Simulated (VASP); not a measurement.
# SiW12 in VASP: single point with PBE+D3(BJ)

Aim: the single point of SiW12 with PBE+D3(BJ).

Program: VASP 6.6.1. These are calculated values, not measurements. Logs are shortened: lines on timing, memory, paths and dates and some standing lists are left out, and cuts for length are marked.

### Step 1. The cell of the first run

The cell holds a slab with vacuum, 13 atoms: a = 5.664 Å, b = 5.664 Å, c = 21.150 Å, α = 90.00°, β = 90.00°, γ = 90.00°.

### Step 2. Single point, PBE+D3(BJ)

Input file INCAR:

```
  ALGO = Normal
  DIPOL = 0.5 0.5 0.300
  EDIFF = 1E-6
  ENCUT = 520
  GGA = PE
  IDIPOL = 3
  ISIF = 2
  ISMEAR = 0
  IVDW = 12
  LASPH = True
  LCHARG = True
  LDIPOL = True
  LELF = True
  LREAL = False
  LVACPOTAV = True
  LVHAR = True
  LWAVE = False
  NBANDS = 98
  NELM = 80
  PREC = Accurate
  SIGMA = 0.1
```

Input file KPOINTS:

```
k-points
0
Gamma
  5 5 1
```

Input file POSCAR:

```
SiW12
1.0
    5.6644156868      0.0000000000      0.0000000000
    0.0000000000      5.6644156868      0.0000000000
    0.0000000000      0.0000000000     21.1500668291
W Si
12 1
Direct
    0.2500000000      0.2500000000      0.1891246979
    0.2500000000      0.7500000000      0.1891246979
    0.7500000000      0.2500000000      0.1891246979
    0.7500000000      0.7500000000      0.1891246979
    0.0000000000      0.0000000000      0.2848852803
    0.0000000000      0.5000000000      0.2848852803
    0.5000000000      0.0000000000      0.2848852803
    0.5000000000      0.5000000000      0.2848852803
    0.2500000000      0.2500000000      0.3806166143
    0.2500000000      0.7500000000      0.3806166143
    0.7500000000      0.2500000000      0.3806166143
    0.7500000000      0.7500000000      0.3806166143
    0.4166666667      0.4166666667      0.4846351982
```

Potentials or basis: VASP PAW PBE potentials, release 64 (W_sv, Si).

Command:

```sh
$ cat potpaw_PBE.64/W_sv/POTCAR potpaw_PBE.64/Si/POTCAR > POTCAR
$ mpirun -np 1 vasp_std > vasp.out
```

OUTCAR:

```text
EDIFF = 1E-6
   ENCUT = 520
   GGA = PE
   ISIF = 2
   ISMEAR = 0
   IVDW = 12
   LASPH = True
   LREAL = False
   NELM = 80
   PREC = Accurate
 IVDW          = 12

 ion  position               nearest neighbor table
   1  0.250  0.250  0.189-   2 2.83   3 2.83   2 2.83   3 2.83   7 2.85   8 2.85   5 2.85   6 2.85

   2  0.250  0.750  0.189-   1 2.83   4 2.83   1 2.83   4 2.83   7 2.85   8 2.85   5 2.85   6 2.85

   3  0.750  0.250  0.189-   1 2.83   4 2.83   4 2.83   1 2.83   7 2.85   8 2.85   5 2.85   6 2.85
[... 4 lines left out ...]
                             1 2.85   2 2.85   3 2.85   4 2.85
   6  0.000  0.500  0.285-   5 2.83   8 2.83   5 2.83   8 2.83  11 2.85  12 2.85   9 2.85  10 2.85
                             1 2.85   2 2.85   3 2.85   4 2.85
   7  0.500  0.000  0.285-   5 2.83   8 2.83   8 2.83   5 2.83  11 2.85  12 2.85   9 2.85  10 2.85
                             1 2.85   2 2.85   3 2.85   4 2.85
   8  0.500  0.500  0.285-   6 2.83   7 2.83   7 2.83   6 2.83  11 2.85  12 2.85   9 2.85  10 2.85
                             1 2.85   2 2.85   3 2.85   4 2.85
   9  0.250  0.250  0.381-  13 2.57  11 2.83  10 2.83  10 2.83  11 2.83   6 2.85   7 2.85   8 2.85
                             5 2.85
  10  0.250  0.750  0.381-   9 2.83  12 2.83   9 2.83  12 2.83   5 2.85   6 2.85   7 2.85   8 2.85
                            13 3.05
  11  0.750  0.250  0.381-   9 2.83  12 2.83  12 2.83   9 2.83   5 2.85   6 2.85   7 2.85   8 2.85
                            13 3.05
  12  0.750  0.750  0.381-  10 2.83  11 2.83  11 2.83  10 2.83   5 2.85   6 2.85   7 2.85   8 2.85

  13  0.417  0.417  0.485-   9 2.57  10 3.05  11 3.05

  LATTYP: Found a simple tetragonal cell.
 ALAT       =     5.6644156868
 C/A-ratio  =     3.7338479375

  Lattice vectors:

 A1 = (   5.6644156868,   0.0000000000,   0.0000000000)
 A2 = (   0.0000000000,   5.6644156868,   0.0000000000)
 A3 = (   0.0000000000,   0.0000000000,  21.1500668291)

Analysis of symmetry for initial positions (statically):
=====================================================================
 Subroutine PRICEL returns:
 Original cell was already a primitive cell.

 Routine SETGRP: Setting up the symmetry group for a
 simple tetragonal supercell.

 Subroutine GETGRP returns: Found  2 space group operations
 (whereof  2 operations were pure point group operations)
 out of a pool of 16 trial point group operations.

The static configuration has the point symmetry C_1h.

Analysis of symmetry for dynamics (positions and initial velocities):
=====================================================================
 Subroutine PRICEL returns:
 Original cell was already a primitive cell.

 Routine SETGRP: Setting up the symmetry group for a
 simple tetragonal supercell.

 Subroutine GETGRP returns: Found  2 space group operations
 (whereof  2 operations were pure point group operations)
 out of a pool of 16 trial point group operations.

The dynamic configuration has the point symmetry C_1h.

 Subroutine INISYM returns: Found  2 space group operations
 (whereof  2 operations are pure point group operations),
 and found     1 'primitive' translations

----------------------------------------------------------------------------------------

                                     Primitive cell

  volume of cell :     678.6127

  direct lattice vectors                    reciprocal lattice vectors
     5.664415687  0.000000000  0.000000000     0.176540716  0.000000000  0.000000000
     0.000000000  5.664415687  0.000000000     0.000000000  0.176540716  0.000000000
     0.000000000  0.000000000 21.150066829     0.000000000  0.000000000  0.047281174

  length of vectors
     5.664415687  5.664415687 21.150066829     0.176540716  0.176540716  0.047281174

  position of ions in fractional coordinates (direct lattice)
     0.250000000  0.250000000  0.189124698
     0.250000000  0.750000000  0.189124698
     0.750000000  0.250000000  0.189124698
     0.750000000  0.750000000  0.189124698
     0.000000000  0.000000000  0.284885280
     0.000000000  0.500000000  0.284885280
     0.500000000  0.000000000  0.284885280
     0.500000000  0.500000000  0.284885280
     0.250000000  0.250000000  0.380616614
     0.250000000  0.750000000  0.380616614
     0.750000000  0.250000000  0.380616614
     0.750000000  0.750000000  0.380616614
     0.416666667  0.416666667  0.484635198
[... 34 lines left out ...]

  Shift w.r.t. Gamma in fractional coordinates (k-lattice)
     0.000000000  0.000000000  0.000000000

 Subroutine IBZKPT returns following result:
 ===========================================

 Found      9 irreducible k-points:

 Following reciprocal coordinates:
            Coordinates               Weight
  0.000000  0.000000  0.000000      1.000000
  0.200000  0.000000  0.000000      4.000000
  0.400000  0.000000  0.000000      4.000000
  0.200000  0.200000  0.000000      2.000000
 -0.200000  0.200000  0.000000      2.000000
  0.400000  0.200000  0.000000      4.000000
 -0.200000  0.400000  0.000000      4.000000
  0.400000  0.400000  0.000000      2.000000
 -0.400000  0.400000  0.000000      2.000000
   k-points           NKPTS =      9   k-points in BZ     NKDIM =      9   number of bands    NBANDS=     98
   number of dos      NEDOS =    301   number of ions     NIONS =     13
   total plane-waves  NPLWV = 282240
   dimension x,y,z NGX =    42 NGY =   42 NGZ =  160
   dimension x,y,z NGXF=    84 NGYF=   84 NGZF=  320
   ions per type =              12   1
   NGX,Y,Z   is equivalent  to a cutoff of  12.33, 12.33, 12.58 a.u.
   NGXF,Y,Z  is equivalent  to a cutoff of  24.65, 24.65, 25.15 a.u.
 SYSTEM =  unknown system
   PREC   = accura    normal or accurate (medium, high low for compatibility)
   ISTART =      0    job   : 0-new  1-cont  2-samecut
   ICHARG =      2    charge: 1-file 2-atom 10-const
   ISPIN  =      1    spin polarized calculation?
   LNONCOLLINEAR =      F non collinear calculations
   LSORBIT =      F    spin-orbit coupling
   LASPH  =      T    aspherical Exc in radial PAW
   ENCUT  =  520.0 eV  38.22 Ry    6.18 a.u.  10.53 10.53 39.33*2*pi/ulx,y,z
   NELM   =     80;   NELMIN=  2; NELMDL= -5     # of ELM steps
   EDIFF  = 0.1E-05   stopping-criterion for ELM
   LREAL  =      F    real-space projection
   EDIFFG = 0.1E-04   stopping-criterion for IOM
   NSW    =      0    number of steps for IOM
   IBRION =     -1    ionic relax: 0-MD 1-quasi-New 2-CG
   NFREE  =      0    steps in history (QN), initial steepest desc. (CG)
   ISIF   =      2    stress and relaxation
   ISYM   =      2    0-nonsym 1-usesym 2-fastsym
   POTIM  = 0.5000    time-step for ionic-motion
   TEBEG  =    0.0;   TEEND  =   0.0 temperature during run
   PSTRESS=    0.0 pullay stress
   NELECT =     172.0000    total number of electrons
   NUPDOWN=      -1.0000    fix difference up-down
   EMIN   =  10.00;   EMAX   =-10.00  energy-range for DOS
   EFERMI =   0.00;   METHOD = LEGACY
   ISMEAR =     0;   SIGMA  =   0.10  broadening in eV -4-tet -1-fermi 0-gaus
   EFERMI_NEDOS =   21; number of points for ismear=-14 and -15
   IALGO  =     38    algorithm
   IMIX   =      4    mixing-type and parameters
     AMIX     =   0.40;   BMIX     =  1.00
     AMIX_MAG =   1.60;   BMIX_MAG =  1.00
  volume/ion in A,a.u.               =      52.20       352.27
  Fermi-wavevector in a.u.,A,eV,Ry     =   1.036041  1.957834 14.604238  1.073381
  Thomas-Fermi vector in A             =   2.170413
   LORBIT       =      0    0 simple, 1 ext, 2 COOP (PROOUT), +10 PAW based schemes
   GGA     = PE    functional components
   LHFCALC =     F    Hartree Fock is set to
   AEXX    =    0.0000 exact exchange contribution
   IVDW    =    12    specifies the selected vdW correction
   LEPSILON=     F    determine dielectric tensor
   LRPA    =     F    only Hartree local field effects (RPA)
 non-spin polarized calculation
 Gauss-broadening in eV      SIGMA  =   0.10
  energy-cutoff  :      520.00
  volume of cell :      678.61
 maximum number of plane-waves:     18347
 NGX is ok and might be reduce to    42
   NGX = 21   NGY = 21   NGZ = 79

 dipolmoment           0.000000      0.000000     -0.006055 electrons x Angstroem

 number of electron     171.9999987 magnetization

 dipolmoment           0.000000      0.000000      0.072332 electrons x Angstroem

 Free energy of the ion-electron system (eV)
  ---------------------------------------------------
  ext. energy  EPLUGINS =         0.00000000
  ---------------------------------------------------
  free energy    TOTEN  =      -142.16418973 eV

  energy without entropy =     -142.04546643  energy(sigma->0) =     -142.10482808

 E-fermi :   0.0703     XC(G=0):  -5.3055

 val. band max:        0.0636872008   @ k =  -0.2000   0.4000   0.0000
 cond. band min:       0.0756938533   @ k =   0.2000   0.0000   0.0000
 fundamental gap:      0.0120066526
 Fermi energy:         0.0702928925

 k-point     1 :       0.0000    0.0000    0.0000
  band No.  band energies     occupation
      1     -73.8551      2.00000
      2     -73.8224      2.00000
      3     -73.7977      2.00000
      4     -73.7855      2.00000
      5     -73.7720      2.00000
      6     -73.7701      2.00000
[... 898 lines left out ...]
     97       1.0311      0.00000
     98       1.2329      0.00000

------------------------ aborting loop because EDIFF is reached ----------------------------------------

 Edisp (eV)   -5.22508

 E8    (eV) :    -2.7677

  FORCE on cell =-STRESS in cart. coord.  units (eV):
  Direction    XX          YY          ZZ          XY          YZ          ZX
  --------------------------------------------------------------------------------------
  -------------------------------------------------------------------------------------
  Total     -35.39195   -35.39195    -3.17415     0.10900     0.61223     0.61223
  in kB     -83.55897   -83.55897    -7.49403     0.25734     1.44546     1.44546
  external pressure =      -58.20 kB  Pullay stress =        0.00 kB

 VOLUME and BASIS-vectors are now :
 -----------------------------------------------------------------------------
  energy-cutoff  :      520.00
  volume of cell :      678.61
      direct lattice vectors                 reciprocal lattice vectors
     5.664415687  0.000000000  0.000000000     0.176540716  0.000000000  0.000000000
     0.000000000  5.664415687  0.000000000     0.000000000  0.176540716  0.000000000
     0.000000000  0.000000000 21.150066829     0.000000000  0.000000000  0.047281174

 POSITION                                       TOTAL-FORCE (eV/Angst)
 -----------------------------------------------------------------------------------
      1.41610      1.41610      4.00000        -0.017169     -0.017169      0.106544
      1.41610      4.24831      4.00000         0.042601      0.045736      0.001670
      4.24831      1.41610      4.00000         0.045736      0.042601      0.001670
      4.24831      4.24831      4.00000        -0.032033     -0.032033     -0.013151
      0.00000      0.00000      6.02534         0.099445      0.099445     -0.191992
      0.00000      2.83221      6.02534        -0.313092      0.212787     -0.303299
      2.83221      0.00000      6.02534         0.212787     -0.313092     -0.303299
      2.83221      2.83221      6.02534         0.037517      0.037517     -0.302982
      1.41610      1.41610      8.05007        -0.050036     -0.050036      1.059536
      1.41610      4.24831      8.05007         0.132325     -0.271250      0.793726
      4.24831      1.41610      8.05007        -0.271250      0.132325      0.793726
      4.24831      4.24831      8.05007        -0.270928     -0.270928      0.547246
      2.36017      2.36017     10.25007         0.384098      0.384098     -2.189395
 -----------------------------------------------------------------------------------
    total drift:                                0.000029      0.000029     -0.000505

  FREE ENERGIE OF THE ION-ELECTRON SYSTEM (eV)
  ---------------------------------------------------
  free  energy   TOTEN  =      -147.3892655356 eV

  energy  without entropy=     -147.2705422391  energy(sigma->0) =     -147.32990389

 vacuum level on the upper side and lower side of the slab         5.149         4.741
```

Run time: 52 min. Hardware: 1 thread of Intel Xeon 8259CL, shared host; peak memory 0.84 GiB.

What came out:

| Property | Result |
| --- | --- |
| Free energy | -147.3893 eV |
| Largest force | 2.256 eV/Å |
| Band gap on the k mesh | zero (bands 86 and 87 overlap by 0.28 eV) |
| Dispersion energy per atom | -0.402 eV |

Forces in eV/Å, atoms in the order of the input:
```
W   -0.017 -0.017  0.107
W    0.043  0.046  0.002
W    0.046  0.043  0.002
W   -0.032 -0.032 -0.013
W    0.099  0.099 -0.192
W   -0.313  0.213 -0.303
W    0.213 -0.313 -0.303
W    0.038  0.038 -0.303
W   -0.050 -0.050  1.060
W    0.132 -0.271  0.794
W   -0.271  0.132  0.794
W   -0.271 -0.271  0.547
Si   0.384  0.384 -2.189
```

Caveat: spin-orbit coupling is left out, which moves the levels of the heavy elements.
